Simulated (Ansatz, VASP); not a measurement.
PtSeS3 in VASP and in Ansatz

```xyz
5
Lattice="3.8895 0.0000 0.0000 0.0000 3.8895 0.0000 0.0000 0.0000 7.8883" Properties=species:S:1:pos:R:3 pbc="T T T"
Pt    1.9447    1.9447    5.4624
Se    0.0000    0.0000    0.1811
S     0.0000    1.9447    4.1900
S     1.9447    1.9447   -0.0406
S     1.9447    0.0000    4.1900
```

Change from the starting cell: species swapped into the PrBPt3 type (P4mm, No. 99).

Alike in both runs: functional PBE; k mesh 10 × 10 × 6; occupations gaussian, width 0.1 eV; no spin polarisation.

Ansatz relaxed the structure, and its values are those at the end. VASP's run is a single point on that final structure, the one shown.

|  | VASP | Ansatz |
| --- | --- | --- |
| version | VASP 6.6.1 | Ansatz 0.2.0 |
| potentials or method | VASP PAW PBE potentials, release 64 (Pt, Se, S), cutoff 520 eV | scalar-relativistic, plane waves, PAW |
| valence electrons in the cell | 34 | 52 |

|  | VASP | Ansatz | Ansatz less VASP |
| --- | --- | --- | --- |
| gap on the k mesh at the Fermi level (eV) | none | none | - |
| pressure (GPa) | -0.1 | 0.0 | +0.16 |
| rms of the force components (eV/Å) | 0.009 | 0.001 | -0.0076 |

A gap of «none» marks a metal or a gap that the smearing closes. The functional is the same, so the differences come from potentials, cutoffs and numerics. VASP's potentials hold 34 valence electrons a cell and Ansatz's 52, so a difference there can come from the potentials and not from the codes.

Neither program's run includes spin-orbit coupling.
